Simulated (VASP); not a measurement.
## PrMo2: single point with PBE

The system is PrMo2.

```xyz
3
Lattice="4.1983 0.0000 0.0000 0.0000 4.1983 0.0000 0.0000 0.0000 4.5346" Properties=species:S:1:pos:R:3 pbc="T T T"
Pr    0.0000    0.0000    2.2673
Mo    2.0992    2.0992    0.0000
Mo    2.0992    2.0992    2.2673
```

The cell was built from a structure type or drawn by symmetry, and may not be a known phase.

```json
{
 "Program": "VASP 6.6.1",
 "Task": "single point",
 "Functional": "PBE",
 "Potentials or basis": "VASP PAW PBE potentials, release 64 (Pr_3, Mo_sv), 4f in core",
 "Cutoff": "500 eV",
 "k mesh": "4 × 4 × 4",
 "Occupations": "gaussian, width 0.1 eV",
 "Spin": "collinear spin",
 "Starting moments": "[0.0, 1.0, 1.0] μB"
}
```

```yaml
Pressure: 0.4 GPa
Net_moment: 0.05 μB per cell
Site_moments: Pr -0.00; Mo +0.04, +0.01 μB
Valence_electrons_inside_the_program's_atomic_spheres: Pr 8.81; Mo 12.56, 12.91
```

Stress tensor (GPa, compression positive):
```
0.02 0.00 0.00
0.00 0.02 0.00
0.00 0.00 1.11
```

Levels at points of the mesh, in eV from the Fermi level:
Spin up:
```
           k point  band 17  band 18  band 19  band 20  band 21  band 22
(0.00, 0.00, 0.00)    -3.28    -2.26    -0.90     0.32     0.84     3.80
(0.50, 0.00, 0.00)    -1.60    -0.78    -0.11     0.79     0.96     1.13
(0.50, 0.50, 0.00)    -2.05    -0.43    -0.25     1.06     1.06     1.55
(0.00, 0.00, 0.50)    -1.25    -1.25    -0.80    -0.75    -0.75     0.22
(0.50, 0.00, 0.50)    -0.79    -0.77    -0.62     0.23     0.35     0.37
(0.50, 0.50, 0.50)    -1.25    -1.15    -0.72     0.38     0.47     0.65
```
Spin down:
| k point | band 16 | band 17 | band 18 | band 19 | band 20 | band 21 | band 22 | band 23 |
| --- | --- | --- | --- | --- | --- | --- | --- | --- |
| (0.00, 0.00, 0.00) | -3.60 | -3.27 | -2.25 | -0.89 | 0.37 | 0.86 | 3.80 | 3.96 |
| (0.50, 0.00, 0.00) | -2.16 | -1.60 | -0.77 | -0.10 | 0.79 | 1.00 | 1.14 | 1.16 |
| (0.50, 0.50, 0.00) | -2.09 | -2.04 | -0.43 | -0.22 | 1.07 | 1.07 | 1.59 | 2.97 |
| (0.00, 0.00, 0.50) | -1.92 | -1.24 | -1.24 | -0.75 | -0.74 | -0.74 | 0.24 | 0.53 |
| (0.50, 0.00, 0.50) | -1.11 | -0.78 | -0.76 | -0.61 | 0.24 | 0.35 | 0.39 | 0.75 |
| (0.50, 0.50, 0.50) | -1.24 | -1.24 | -1.15 | -0.71 | 0.40 | 0.48 | 0.72 | 0.96 |

It took 68 s on 1 thread of Intel(R) Xeon(R) Platinum 8488C (Sapphire Rapids), on a shared host, peak memory 0.25 GiB.

Caveat: the k points lie up to 0.37 Å⁻¹ apart; the magnetic or orbital state may not be the lowest; spin-orbit coupling is left out, which moves the levels of the heavy elements; the 4f electrons are frozen in the core, so they carry no moment and show no levels.
